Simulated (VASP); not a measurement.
# CaO in VASP: further runs

CaO is run at these levels: PBE, r2SCAN, HSE06; tasks: single point.

All numbers are computed with VASP 6.6.1; they aren't measurements. Logs are shortened: lines on timing, memory, paths and dates and some standing lists are left out, and cuts for length are marked.

## 1. The cell of the first run

It takes space group R-3m (No. 166, trigonal). Conventional cell: a = 4.106 Å, b = 4.106 Å, c = 5.164 Å, α = 90.00°, β = 90.00°, γ = 120.00°. Within 3.3 Å of Ca (site symmetry -3m) lie 8 O at 2.52 to 2.58 Å and 6 Ca at 2.93 Å. Within 3.3 Å of O (site symmetry -3m) lie 8 Ca at 2.52 to 2.58 Å and 6 O at 2.93 Å.

## 2. Single point, PBE (strain along [111] +2.7%)

File INCAR:

```
SYSTEM = CaO
PREC = Accurate
ENCUT = 520
EDIFF = 1E-6
ISMEAR = -1
SIGMA = 0.02
LREAL = .False.
LASPH = .True.
NELM = 100
ALGO = Normal
ISIF = 2
LWAVE = .False.
LCHARG = .False.
GGA = PE
NBANDS = 15
```

File KPOINTS:

```
Automatic mesh
0
Gamma
  8 8 8
  0 0 0
```

File POSCAR:

```
CaO
1.0
    2.9292410739      0.0260321071      0.0260321071
    0.0260321071      2.9292410739      0.0260321071
    0.0260321071      0.0260321071      2.9292410739
Ca O
1 1
Direct
    0.0000000000      0.0000000000      0.0000000000
    0.5000000000      0.5000000000      0.5000000000
```

Potentials or basis: VASP PAW PBE potentials, release 64 (Ca_sv, O).

Run with:

```bash
$ cat potpaw_PBE.64/Ca_sv/POTCAR potpaw_PBE.64/O/POTCAR > POTCAR
$ mpirun -np 1 vasp_std > vasp.out
```

OUTCAR:

```text
SYSTEM = CaO
   PREC = Accurate
   ENCUT = 520
   EDIFF = 1E-6
   ISMEAR = -1
   LREAL = .False.
   LASPH = .True.
   NELM = 100
   ISIF = 2
   GGA = PE

 ion  position               nearest neighbor table
   1  0.000  0.000  0.000-   2 2.52   2 2.52   2 2.52   2 2.52   2 2.52   2 2.52
   2  0.500  0.500  0.500-   1 2.52   1 2.52   1 2.52   1 2.52   1 2.52   1 2.52

  LATTYP: Found a trigonal (rhomboedric) cell.
 ALAT       =     2.9294724116
 COS(alpha) =     0.0178501190

  Lattice vectors:

 A1 = (   2.9292410739,   0.0260321071,   0.0260321071)
 A2 = (   0.0260321071,   2.9292410739,   0.0260321071)
 A3 = (   0.0260321071,   0.0260321071,   2.9292410739)

Analysis of symmetry for initial positions (statically):
=====================================================================
 Subroutine PRICEL returns:
 Original cell was already a primitive cell.

 Routine SETGRP: Setting up the symmetry group for a
 trigonal (rhombohedral) supercell.

 Subroutine GETGRP returns: Found 12 space group operations
 (whereof 12 operations were pure point group operations)
 out of a pool of 12 trial point group operations.

The static configuration has the point symmetry D_3d.

Analysis of symmetry for dynamics (positions and initial velocities):
=====================================================================
 Subroutine PRICEL returns:
 Original cell was already a primitive cell.

 Routine SETGRP: Setting up the symmetry group for a
 trigonal (rhombohedral) supercell.

 Subroutine GETGRP returns: Found 12 space group operations
 (whereof 12 operations were pure point group operations)
 out of a pool of 12 trial point group operations.

The dynamic configuration has the point symmetry D_3d.

 Subroutine INISYM returns: Found 12 space group operations
 (whereof 12 operations are pure point group operations),
 and found     1 'primitive' translations

----------------------------------------------------------------------------------------

                                     Primitive cell

  volume of cell :      25.1283

  direct lattice vectors                    reciprocal lattice vectors
     2.929241074  0.026032107  0.026032107     0.341438811 -0.003007631 -0.003007631
     0.026032107  2.929241074  0.026032107    -0.003007631  0.341438811 -0.003007631
     0.026032107  0.026032107  2.929241074    -0.003007631 -0.003007631  0.341438811

  length of vectors
     2.929472412  2.929472412  2.929472412     0.341465303  0.341465303  0.341465303

  position of ions in fractional coordinates (direct lattice)
     0.000000000  0.000000000  0.000000000
     0.500000000  0.500000000  0.500000000

  ion indices of the primitive-cell ions
   primitive index   ion index
                 1           1
                 2           2

----------------------------------------------------------------------------------------

 KPOINTS: Automatic mesh

Automatic generation of k-mesh.
 Grid dimensions read from file:
 generate k-points for:    8    8    8

 Generating k-lattice:

  Cartesian coordinates                     Fractional coordinates (reciprocal lattice)
     0.042679851 -0.000375954 -0.000375954     0.125000000  0.000000000  0.000000000
    -0.000375954  0.042679851 -0.000375954     0.000000000  0.125000000  0.000000000
    -0.000375954 -0.000375954  0.042679851     0.000000000  0.000000000  0.125000000

  Length of vectors
     0.042683163  0.042683163  0.042683163

  Shift w.r.t. Gamma in fractional coordinates (k-lattice)
     0.000000000  0.000000000  0.000000000

 Subroutine IBZKPT returns following result:
 ===========================================

 Found     65 irreducible k-points:

 Following reciprocal coordinates:
            Coordinates               Weight
  0.000000  0.000000  0.000000      1.000000
  0.125000  0.000000  0.000000      6.000000
  0.250000  0.000000  0.000000      6.000000
  0.375000  0.000000  0.000000      6.000000
  0.500000  0.000000  0.000000      3.000000
  0.125000  0.125000  0.000000      6.000000
[... 16 lines left out ...]
  0.250000  0.125000  0.125000      6.000000
  0.375000  0.125000  0.125000      6.000000
 [... further k-points ...]
   k-points           NKPTS =     65   k-points in BZ     NKDIM =     65   number of bands    NBANDS=     15
   number of dos      NEDOS =    301   number of ions     NIONS =      2
   total plane-waves  NPLWV =  13824
   dimension x,y,z NGX =    24 NGY =   24 NGZ =   24
   dimension x,y,z NGXF=    48 NGYF=   48 NGZF=   48
   ions per type =               1   1
   NGX,Y,Z   is equivalent  to a cutoff of  13.62, 13.62, 13.62 a.u.
   NGXF,Y,Z  is equivalent  to a cutoff of  27.24, 27.24, 27.24 a.u.
 SYSTEM =  CaO
   PREC   = accura    normal or accurate (medium, high low for compatibility)
   ISTART =      0    job   : 0-new  1-cont  2-samecut
   ICHARG =      2    charge: 1-file 2-atom 10-const
   ISPIN  =      1    spin polarized calculation?
   LNONCOLLINEAR =      F non collinear calculations
   LSORBIT =      F    spin-orbit coupling
   LASPH  =      T    aspherical Exc in radial PAW
   ENCUT  =  520.0 eV  38.22 Ry    6.18 a.u.   5.45  5.45  5.45*2*pi/ulx,y,z
   NELM   =    100;   NELMIN=  2; NELMDL= -5     # of ELM steps
   EDIFF  = 0.1E-05   stopping-criterion for ELM
   LREAL  =      F    real-space projection
   EDIFFG = 0.1E-04   stopping-criterion for IOM
   NSW    =      0    number of steps for IOM
   IBRION =     -1    ionic relax: 0-MD 1-quasi-New 2-CG
   NFREE  =      0    steps in history (QN), initial steepest desc. (CG)
   ISIF   =      2    stress and relaxation
   ISYM   =      2    0-nonsym 1-usesym 2-fastsym
   POTIM  = 0.5000    time-step for ionic-motion
   TEBEG  =    0.0;   TEEND  =   0.0 temperature during run
   PSTRESS=    0.0 pullay stress
   NELECT =      16.0000    total number of electrons
   NUPDOWN=      -1.0000    fix difference up-down
   EMIN   =  10.00;   EMAX   =-10.00  energy-range for DOS
   EFERMI =   0.00;   METHOD = LEGACY
   ISMEAR =    -1;   SIGMA  =   0.02  broadening in eV -4-tet -1-fermi 0-gaus
   EFERMI_NEDOS =   21; number of points for ismear=-14 and -15
   IALGO  =     38    algorithm
   IMIX   =      4    mixing-type and parameters
     AMIX     =   0.40;   BMIX     =  1.00
     AMIX_MAG =   1.60;   BMIX_MAG =  1.00
  volume/ion in A,a.u.               =      12.56        84.79
  Fermi-wavevector in a.u.,A,eV,Ry     =   1.408404  2.661497 26.988528  1.983601
  Thomas-Fermi vector in A             =   2.530565
   LORBIT       =      0    0 simple, 1 ext, 2 COOP (PROOUT), +10 PAW based schemes
   GGA     = PE    functional components
   LHFCALC =     F    Hartree Fock is set to
   AEXX    =    0.0000 exact exchange contribution
   IVDW    =     0    specifies the selected vdW correction
   LEPSILON=     F    determine dielectric tensor
   LRPA    =     F    only Hartree local field effects (RPA)
 non-spin polarized calculation
  energy-cutoff  :      520.00
  volume of cell :       25.13
 maximum number of plane-waves:       703
 NGX is ok and might be reduce to    24
   NGX = 11   NGY = 11   NGZ = 11

 number of electron      15.9999996 magnetization

 Free energy of the ion-electron system (eV)
  ---------------------------------------------------
  ext. energy  EPLUGINS =         0.00000000
  ---------------------------------------------------
  free energy    TOTEN  =       -11.82621992 eV

  energy without entropy =      -11.82621992  energy(sigma->0) =      -11.82621992

 E-fermi :   4.5104     XC(G=0): -11.1245

 val. band max:        3.9986804062   @ k =   0.5000   0.5000   0.0000
 cond. band min:       6.7741404734   @ k =   0.0000   0.0000   0.0000
 fundamental gap:      2.7754600671
 Fermi energy:         4.5104440968

 k-point     1 :       0.0000    0.0000    0.0000
  band No.  band energies     occupation
      1     -35.3545      2.00000
      2     -15.8359      2.00000
      3     -15.8353      2.00000
      4     -15.8353      2.00000
      5     -12.3727      2.00000
      6       3.6828      2.00000
      7       3.6828      2.00000
      8       3.7106      2.00000
      9       6.7741      0.00000
     10       6.7741      0.00000
     11       8.9164      0.00000
     12      12.2662      0.00000
     13      12.2662      0.00000
     14      12.3298      0.00000
     15      22.9649      0.00000

 k-point     2 :       0.1250    0.0000    0.0000
  band No.  band energies     occupation
      1     -35.3322      2.00000
      2     -16.0780      2.00000
      3     -15.8194      2.00000
      4     -15.8181      2.00000
      5     -12.1803      2.00000
      6       2.9521      2.00000
      7       3.6073      2.00000
      8       3.6455      2.00000
      9       6.8974      0.00000
     10       7.4361      0.00000
     11       9.5585      0.00000
     12      12.2203      0.00000
     13      12.2215      0.00000
     14      12.3316      0.00000
     15      22.0916      0.00000

 k-point     3 :       0.2500    0.0000    0.0000
  band No.  band energies     occupation
      1     -35.2779      2.00000
      2     -16.5917      2.00000
      3     -15.7797      2.00000
      4     -15.7763      2.00000
      5     -11.7711      2.00000
      6       1.6608      2.00000
      7       3.4219      2.00000
      8       3.5051      2.00000
      9       7.2179      0.00000
     10       8.9052      0.00000
     11      10.9239      0.00000
     12      12.0591      0.00000
     13      12.1447      0.00000
     14      12.4356      0.00000
     15      20.3908      0.00000
[... 343 lines left out ...]
 k-point    23 :       0.2500    0.1250    0.1250
  band No.  band energies     occupation
      1     -35.2366      2.00000
      2     -16.5101      2.00000
      3     -15.9610      2.00000
      4     -15.9027      2.00000
      5     -11.6938      2.00000
      6       1.8687      2.00000
      7       2.9804      2.00000
      8       3.1934      2.00000
      9       7.9377      0.00000
     10       9.1401      0.00000
     11      10.7122      0.00000
     12      11.9136      0.00000
     13      11.9485      0.00000
     14      12.5713      0.00000
     15      21.1304      0.00000

 k-point    24 :       0.3750    0.1250    0.1250
  band No.  band energies     occupation
      1     -35.1827      2.00000
      2     -16.9222      2.00000
      3     -15.9005      2.00000
      4     -15.8565      2.00000
      5     -11.4531      2.00000
      6       0.9977      2.00000
      7       2.7986      2.00000
      8       3.3352      2.00000
      9       8.1407      0.00000
     10      10.4493      0.00000
     11      10.5568      0.00000
     12      11.9249      0.00000
     13      11.9927      0.00000
     14      13.7579      0.00000
     15      19.0577      0.00000

 [... further k-points ...]
[... 5 lines left out ...]
  --------------------------------------------------------------------------------------
  -------------------------------------------------------------------------------------
  Total        0.1950592      0.1950592      0.1950592      0.0407480      0.0407480      0.0407480
  in kB       12.4369497     12.4369497     12.4369497      2.5980861      2.5980861      2.5980861
  external PRESSURE =      12.4369497 kB  Pullay stress =       0.0000000 kB

 VOLUME and BASIS-vectors are now :
 -----------------------------------------------------------------------------
  energy-cutoff  :      520.00
  volume of cell :       25.13
      direct lattice vectors                 reciprocal lattice vectors
     2.929241074  0.026032107  0.026032107     0.341438811 -0.003007631 -0.003007631
     0.026032107  2.929241074  0.026032107    -0.003007631  0.341438811 -0.003007631
     0.026032107  0.026032107  2.929241074    -0.003007631 -0.003007631  0.341438811

 POSITION                                       TOTAL-FORCE (eV/Angst)
 -----------------------------------------------------------------------------------
      0.00000      0.00000      0.00000         0.000000     -0.000000      0.000000
      1.49065      1.49065      1.49065        -0.000000      0.000000      0.000000
 -----------------------------------------------------------------------------------
    total drift:                                0.000000      0.000000     -0.000000

  FREE ENERGIE OF THE ION-ELECTRON SYSTEM (eV)
  ---------------------------------------------------
  free  energy   TOTEN  =       -11.8262199201 eV

  energy  without entropy=      -11.8262199201  energy(sigma->0) =      -11.82621992
```

It took 12 s on 1 thread of Intel Xeon Platinum 8259CL at 2.50GHz (Skylake/Cascade Lake), shared host; peak memory 0.15 GiB.

What came out:

```
Free energy            : -11.8262 eV
Pressure               : 1.2 GPa
Band gap on the k mesh : 2.78 eV, indirect (least direct gap 3.06 eV)
```

Stress tensor (GPa, compression positive):
```
1.24 0.26 0.26
0.26 1.24 0.26
0.26 0.26 1.24
```

Levels at points of the mesh, in eV from the valence-band top:
```tsv
k point	band 6	band 7	band 8	band 9	band 10	band 11
(0.00, 0.00, 0.00)	-0.32	-0.32	-0.29	2.78	2.78	4.92
(0.50, 0.00, 0.00)	-3.73	-0.85	-0.70	3.75	7.00	7.90
(0.50, 0.50, 0.00)	-2.13	-2.05	0.00	3.83	4.66	6.48
(0.50, 0.50, 0.50)	-3.34	-3.31	-3.31	7.60	7.88	7.88
```

Caveat: the cell differs from its parent crystal (strain along [111] +2.7%). A k mesh can miss the band edges.

## 3. Single point, r2SCAN (strain along [111] +2.7%)

POSCAR is that of step 2.

File INCAR.step1:

```
SYSTEM = CaO
  PREC = Accurate
  ENCUT = 520
  ISMEAR = 0
  SIGMA = 0.01
  LREAL = .FALSE.
  LASPH = .TRUE.
  NELM = 100
  NBANDS = 15
  GGA = PE
  ALGO = Normal
  EDIFF = 1E-4
  LWAVE = .TRUE.
  LCHARG = .FALSE.
```

File INCAR.step2:

```
SYSTEM = CaO
  PREC = Accurate
  ENCUT = 520
  EDIFF = 1E-6
  ISMEAR = 0
  SIGMA = 0.01
  LREAL = .FALSE.
  LASPH = .TRUE.
  NELM = 100
  ALGO = Normal
  ISIF = 2
  LWAVE = .FALSE.
  LCHARG = .FALSE.
  METAGGA = R2SCAN
  LMIXTAU = .TRUE.
  NBANDS = 15
  ISTART = 1
```

File KPOINTS:

```
Automatic mesh
0
G
  8 8 8
  0 0 0
```

Potentials or basis: VASP PAW PBE potentials, release 64 (Ca_sv, O).

Run with:

```bash
$ cat potpaw_PBE.64/Ca_sv/POTCAR potpaw_PBE.64/O/POTCAR > POTCAR
$ cp INCAR.step1 INCAR
$ mpirun -np 1 vasp_std > vasp.out
$ cp INCAR.step2 INCAR
$ mpirun -np 1 vasp_std > vasp.out
```

Wall time 54 s (1 thread of Intel Xeon Platinum 8259CL at 2.50GHz (Skylake/Cascade Lake), shared host); peak memory 0.16 GiB.

Results (log left out):

```
Free energy            : -18.5053 eV
Pressure               : -2.0 GPa
Band gap on the k mesh : 3.29 eV, indirect (least direct gap 3.58 eV)
```

Stress tensor (GPa, compression positive):
```
-2.04  0.21  0.21
 0.21 -2.04  0.21
 0.21  0.21 -2.04
```

Levels at points of the mesh, in eV from the valence-band top:
```csv
k point,band 4,band 5,band 6,band 7,band 8,band 9,band 10,band 11,band 12,band 13
"(0.00, 0.00, 0.00)",-20.49,-17.33,-0.32,-0.32,-0.29,3.29,3.29,5.78,8.89,8.89
"(0.50, 0.00, 0.00)",-20.37,-16.18,-3.71,-0.84,-0.70,4.27,7.63,8.54,8.75,9.22
"(0.50, 0.50, 0.00)",-20.29,-16.67,-2.16,-2.08,0.00,4.41,5.26,7.08,7.13,10.27
"(0.50, 0.50, 0.50)",-21.15,-16.18,-3.36,-3.33,-3.33,8.26,8.54,8.54,10.39,10.39
```

Caveat: the cell differs from its parent crystal (strain along [111] +2.7%); the PAW data sets were made with another functional, which shifts forces and pressure a little. A k mesh can miss the band edges.

## 4. Single point, HSE06 (strain along [111] +2.7%)

POSCAR is that of step 3.

File INCAR.step1:

```
SYSTEM = CaO
ALGO     = Normal         ! electronic algorithm
EDIFF    = 1E-5           ! SCF threshold, eV
ENCUT    = 520            ! plane-wave cutoff, eV
GGA      = PE             ! functional
ISIF     = 2              ! what is computed and relaxed
ISMEAR   = 0              ! smearing method
LASPH    = .True.         ! aspherical terms in the spheres
LREAL    = .False.        ! projectors in reciprocal space
LWAVE    = .True.         ! write WAVECAR
NBANDS   = 15             ! bands
NELM     = 100            ! most SCF steps
PREC     = Accurate       ! precision mode
SIGMA    = 0.01           ! smearing width, eV
```

File INCAR.step2:

```
SYSTEM = CaO
ALGO     = Normal         ! electronic algorithm
EDIFF    = 1E-6           ! SCF threshold, eV
ENCUT    = 520            ! plane-wave cutoff, eV
GGA      = PE             ! functional
HFSCREEN = 0.2079         ! screening, 1/A
ISIF     = 2              ! what is computed and relaxed
ISMEAR   = 0              ! smearing method
ISTART   = 1            
LASPH    = .True.         ! aspherical terms in the spheres
LCHARG   = .True.         ! write CHGCAR
LELF     = .True.         ! ELF
LHFCALC  = .True.         ! exact exchange
LREAL    = .False.        ! projectors in reciprocal space
LVHAR    = .True.       
LWAVE    = .False.        ! write WAVECAR
NBANDS   = 15             ! bands
NELM     = 100            ! most SCF steps
PREC     = Accurate       ! precision mode
PRECFOCK = Normal       
SIGMA    = 0.01           ! smearing width, eV
```

File KPOINTS:

```
k-points
0
Gamma
  6 6 6
  0 0 0
```

Run with:

```bash
$ cat potpaw_PBE.64/Ca_sv/POTCAR potpaw_PBE.64/O/POTCAR > POTCAR
$ cp INCAR.step1 INCAR
$ mpirun -np 1 vasp_std > vasp.out
$ cp INCAR.step2 INCAR
$ mpirun -np 1 vasp_std > vasp.out
```

Run time: 28 min. Hardware: 1 thread of Intel Xeon 6975P-C (Granite Rapids), shared host; peak memory 0.25 GiB.

Results (log left out):

```
Free energy            : -13.8793 eV
Pressure               : -1.8 GPa
Band gap on the k mesh : 4.48 eV, indirect (least direct gap 4.80 eV)
```

Stress tensor (GPa, compression positive):
```
-1.75  0.26  0.26
 0.26 -1.75  0.26
 0.26  0.26 -1.75
```

Levels at points of the mesh, in eV from the valence-band top:
```tsv
k point	band 5	band 6	band 7	band 8	band 9	band 10	band 11	band 12
(0.00, 0.00, 0.00)	-17.96	-0.36	-0.36	-0.32	4.48	4.48	6.42	10.50
(0.50, 0.00, 0.00)	-16.68	-4.04	-0.89	-0.73	5.61	9.04	10.07	10.30
(0.50, 0.50, 0.00)	-17.23	-2.36	-2.28	0.00	5.55	6.45	8.49	8.53
(0.50, 0.50, 0.50)	-16.69	-3.57	-3.54	-3.54	9.72	10.02	10.02	12.22
```

Caveat: the cell differs from its parent crystal (strain along [111] +2.7%); the PAW data sets were made with another functional, which shifts forces and pressure a little.

## 5. Single point, HSE06 (uniaxial x strain -5.2%)

File POSCAR:

```
CaO
1.0
    2.7519517797      0.0000000000      0.0000000000
    0.0000000000      2.9032089668      0.0000000000
    0.0000000000      0.0000000000      2.9032089668
Ca O
1 1
Direct
    0.0000000000      0.0000000000      0.0000000000
    0.5000000000      0.5000000000      0.5000000000
```

File INCAR.step1:

```
ALGO = Normal ; EDIFF = 1E-5
ENCUT = 520 ; GGA = PE
ISIF = 2 ; ISMEAR = 0
LASPH = T ; LREAL = F
LWAVE = T ; NBANDS = 15
NELM = 100 ; PREC = Accurate
SIGMA = 0.01
```

File INCAR.step2:

```
ALGO = Normal ; EDIFF = 1E-6
ENCUT = 520 ; GGA = PE
HFSCREEN = 0.2079 ; ISIF = 2
ISMEAR = 0 ; ISTART = 1
LASPH = T ; LCHARG = T
LELF = T ; LHFCALC = T
LREAL = F ; LVHAR = T
LWAVE = F ; NBANDS = 15
NELM = 100 ; PREC = Accurate
PRECFOCK = Normal ; SIGMA = 0.01
```

File KPOINTS:

```
k-points
0
Gamma
  6 6 6
```

Run with:

```bash
$ cat potpaw_PBE.64/Ca_sv/POTCAR potpaw_PBE.64/O/POTCAR > POTCAR
$ cp INCAR.step1 INCAR
$ mpirun -np 1 vasp_std > vasp.out
$ cp INCAR.step2 INCAR
$ mpirun -np 1 vasp_std > vasp.out
```

It took 31 min on 1 thread of Intel Xeon 6975P-C (Granite Rapids), shared host; peak memory 0.25 GiB.

It converged, with:

```yaml
Free_energy: -13.7781 eV
Pressure: 8.8 GPa
Band_gap_on_the_k_mesh: 4.09 eV, indirect (least direct gap 4.38 eV)
```

Stress tensor (GPa, compression positive):
```
24.47  0.00  0.00
 0.00  0.92  0.00
 0.00  0.00  0.92
```

Levels at points of the mesh, in eV from the valence-band top:
```csv
k point,band 6,band 7,band 8,band 9,band 10,band 11
"(0.00, 0.00, 0.00)",-0.80,-0.80,-0.29,4.09,4.12,7.16
"(0.50, 0.00, 0.00)",-4.59,-1.34,-1.34,5.63,9.73,9.99
"(0.00, 0.50, 0.00)",-4.59,-1.48,-0.76,5.21,9.09,10.57
"(0.50, 0.50, 0.00)",-2.81,-2.58,-0.42,5.61,6.10,7.96
"(0.00, 0.50, 0.50)",-2.71,-2.71,0.00,5.17,7.02,8.94
"(0.50, 0.50, 0.50)",-4.23,-4.23,-4.23,9.94,9.94,10.50
```

Caveat: the cell differs from its parent crystal (uniaxial x strain -5.2%); the PAW data sets were made with another functional, which shifts forces and pressure a little. A k mesh can miss the band edges.

(Part 1 of 2 ends here.)
